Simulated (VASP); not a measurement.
Input of a VASP 6.6.1 run:

Contents of INCAR:

```
PREC = Accurate
ENCUT = 600
EDIFF = 1E-6
ISMEAR = 1
SIGMA = 0.1
LREAL = False
LASPH = True
NELM = 100
ALGO = Normal
ISIF = 3
LWAVE = False
LCHARG = False
GGA = CA
IBRION = 2
NSW = 80
EDIFFG = -0.01
PSTRESS = 300.0
```

KPOINTS

```
Automatic mesh
0
Gamma
  9 9 5
```

Contents of POSCAR:

```
Ir
1.0
    2.7100000000      0.0000000000      0.0000000000
   -1.3550000000      2.3469288443      0.0000000000
    0.0000000000      0.0000000000      4.4254300000
Ir
2
Direct
    0.3333333333      0.6666666667      0.2500000000
    0.6666666667      0.3333333333      0.7500000000
```

Potentials or basis: VASP PAW LDA potentials, release 64 (Ir).

Command:

```bash
$ cat potpaw_LDA.64/Ir/POTCAR > POTCAR
$ mpirun -np 1 vasp_std > vasp.out
```

(1) Predict the space group after relaxing (to 0.05 Å).

(2) Estimate the relaxed cell.

(3) Predict the relaxed volume.

(4) Estimate the band gap on the k mesh.

Answers

(1) P6_3/mmc (No. 194).

(2) a = 2.654 Å, b = 2.654 Å, c = 4.305 Å, α = 90.00°, β = 90.00°, γ = 120.00°.

(3) 13.13 Å³/atom.

(4) zero (band 9 reaches 12.90 eV, above the bottom of band 10 at 9.39 eV).

Caveat: the cell is relaxed towards a set pressure, so the enthalpy falls and the energy may rise; spin-orbit coupling is left out, which moves the levels of the heavy elements.
